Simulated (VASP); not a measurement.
# C (P2_1/m) in VASP: further runs, part 2 of 2

VASP 6.6.1.

## 4. Single point, PBE (atoms displaced along a vibrational mode, the cell strained)

Contents of INCAR:

```
  ALGO = Normal
  EDIFF = 1E-6
  ENCUT = 520
  GGA = PE
  ISIF = 2
  ISMEAR = 0
  LASPH = T
  LCHARG = T
  LELF = T
  LREAL = F
  LVHAR = T
  LWAVE = F
  NBANDS = 16
  NELM = 60
  PREC = Accurate
  SIGMA = 0.15
```

Contents of KPOINTS:

```
k-points
0
Gamma
  18 18 6
```

Contents of POSCAR:

```
C
1.0
    2.4090531405      0.0000000000      0.0000000000
   -1.2045265702      2.1360716891      0.0000000000
    0.0000000000      0.0000000000      8.5653080463
C
4
Direct
   -0.0576914494      0.0000000000      0.0025000000
    0.0576914494      0.0000000000      0.5025000000
    0.2756407870      0.6666666667      0.0025000000
    0.7243592130      0.3333333333      0.5025000000
```

Potentials or basis: VASP PAW PBE potentials, release 64 (C).

On the command line:

```console
> cat potpaw_PBE.64/C/POTCAR > POTCAR
> mpirun -np 1 vasp_std > vasp.out
```

OUTCAR:

```text
EDIFF = 1E-6
   ENCUT = 520
   GGA = PE
   ISIF = 2
   ISMEAR = 0
   LASPH = T
   LREAL = F
   NELM = 60
   PREC = Accurate

 ion  position               nearest neighbor table
   1  0.942  0.000  0.002-   3 1.40   3 1.40   3 1.42
   2  0.058  0.000  0.502-   4 1.40   4 1.40   4 1.42
   3  0.276  0.667  0.002-   1 1.40   1 1.40   1 1.42
   4  0.724  0.333  0.502-   2 1.40   2 1.40   2 1.42

[... 658 lines left out ...]

  FORCE on cell =-STRESS in cart. coord.  units (eV):
  Direction    XX          YY          ZZ          XY          YZ          ZX
  --------------------------------------------------------------------------------------
  -------------------------------------------------------------------------------------
  Total        5.8801188      1.1377697     -0.0080823      0.0010802      0.0000000      0.0000000
  in kB      213.7427995     41.3580233     -0.2937906      0.0392641      0.0000000      0.0000000
  external PRESSURE =      84.9356774 kB  Pullay stress =       0.0000000 kB

 VOLUME and BASIS-vectors are now :
 -----------------------------------------------------------------------------
  energy-cutoff  :      520.00
  volume of cell :       44.08
      direct lattice vectors                 reciprocal lattice vectors
     2.409053141  0.000000000  0.000000000     0.415100847  0.234074541  0.000000000
    -1.204526570  2.136071689  0.000000000     0.000000000  0.468149082  0.000000000
     0.000000000  0.000000000  8.565308046     0.000000000  0.000000000  0.116750033

 POSITION                                       TOTAL-FORCE (eV/Angst)
 -----------------------------------------------------------------------------------
      2.27007      0.00000      0.02141         0.001474      0.286325      0.000000
      0.13898      0.00000      4.30407        -0.001474     -0.286325      0.000000
     -0.13898      1.42405      0.02141        -0.000913     -0.286763      0.000000
      1.34351      0.71202      4.30407         0.000913      0.286763      0.000000
 -----------------------------------------------------------------------------------
    total drift:                               -0.000000     -0.000000     -0.000001

  FREE ENERGIE OF THE ION-ELECTRON SYSTEM (eV)
  ---------------------------------------------------
  free  energy   TOTEN  =       -36.8343138272 eV

  energy  without entropy=      -36.8335917872  energy(sigma->0) =      -36.83395281
```

OSZICAR:

```text
N       E                     dE             d eps       ncg     rms          rms(c)
DAV:   1     0.403540807178E+02    0.40354E+02   -0.74782E+03 20992   0.890E+02
DAV:   2    -0.362153710117E+02   -0.76569E+02   -0.69614E+02 28768   0.188E+02
DAV:   3    -0.395853956275E+02   -0.33700E+01   -0.33466E+01 28896   0.377E+01
DAV:   4    -0.396208805218E+02   -0.35485E-01   -0.35471E-01 26488   0.467E+00
DAV:   5    -0.396215266171E+02   -0.64610E-03   -0.64604E-03 28200   0.602E-01    0.934E+00
DAV:   6    -0.375421641975E+02    0.20794E+01   -0.15226E+00 25152   0.736E+00    0.548E+00
DAV:   7    -0.368197937995E+02    0.72237E+00   -0.19374E+00 26664   0.836E+00    0.154E+00
DAV:   8    -0.368346190418E+02   -0.14825E-01   -0.75838E-02 25720   0.159E+00    0.224E-01
DAV:   9    -0.368339703777E+02    0.64866E-03   -0.13899E-03 27800   0.252E-01    0.121E-01
DAV:  10    -0.368343045613E+02   -0.33418E-03   -0.11007E-03 24624   0.203E-01    0.651E-02
DAV:  11    -0.368343108882E+02   -0.63269E-05   -0.21918E-05 27808   0.311E-02    0.119E-02
DAV:  12    -0.368343136709E+02   -0.27827E-05   -0.20636E-06 25112   0.128E-02    0.181E-03
DAV:  13    -0.368343138272E+02   -0.15626E-06   -0.30045E-07 22184   0.393E-03
   1 F= -.36834314E+02 E0= -.36833953E+02  d E =-.722040E-03
```

stdout:

```text
POSCAR found type information on POSCAR C
 POSCAR found :  1 types and       4 ions
 scaLAPACK will be used
 LDA part: xc-table for (Slater+PW92), standard interpolation
 POSCAR, INCAR and KPOINTS ok, starting setup
 FFT: planning ... GRIDC
 FFT: planning ... GRID_SOFT
 FFT: planning ... GRID
 WAVECAR not read
 entering main loop
```

Wall time 8.9 min (1 thread of Intel Xeon 8259CL, shared host); peak memory 0.41 GiB.

What came out:

```yaml
Free_energy: -36.8343 eV
Pressure: 8.5 GPa
Largest_force: 0.287 eV/Å
```

Forces on the atoms (eV/Å):
```
C    0.001  0.286  0.000
C   -0.001 -0.286  0.000
C   -0.001 -0.287  0.000
C    0.001  0.287  0.000
```

Stress tensor (GPa, compression positive):
```
21.37  0.00  0.00
 0.00  4.14  0.00
 0.00  0.00 -0.03
```

Caveat: the cell differs from its parent crystal (atoms displaced along a vibrational mode, the cell strained); the stress differs along the axes, from -0 to 21 GPa; this functional lacks dispersion, which binds layers or chains, so the pressure and a relaxed spacing across them are unreliable.

## 5. Summary

```tsv
cell	pressure (GPa)	largest force (eV/Å)
a = 2.524, b = 2.481, c = 8.565 Å, angles 90.0, 90.0, 120.6°, 4 atoms, atomic positions A	-6.6	0.18
a = 2.351, b = 2.438, c = 8.565 Å, angles 90.0, 90.0, 118.8°, 4 atoms, atomic positions B	18.0	0.76
a = 2.409, b = 2.452, c = 8.565 Å, angles 90.0, 90.0, 119.4°, 4 atoms, atomic positions A	8.5	0.29
```

Alike in all rows: task single point; level PBE; potentials or basis VASP PAW PBE potentials, release 64 (C); no spin polarisation; k mesh 18 × 18 × 6; cutoff (eV) 520; smearing gaussian 0.15 eV.

Caveats: this functional lacks dispersion, which binds layers or chains, so the pressure and a relaxed spacing across them are unreliable; the stress differs along the axes, from -17 to -0 GPa (at least some runs); the stress differs along the axes, from -0 to 46 GPa (at least some runs); the stress differs along the axes, from -0 to 21 GPa (at least some runs).

Absolute energies hang on the potentials; compare differences alone.
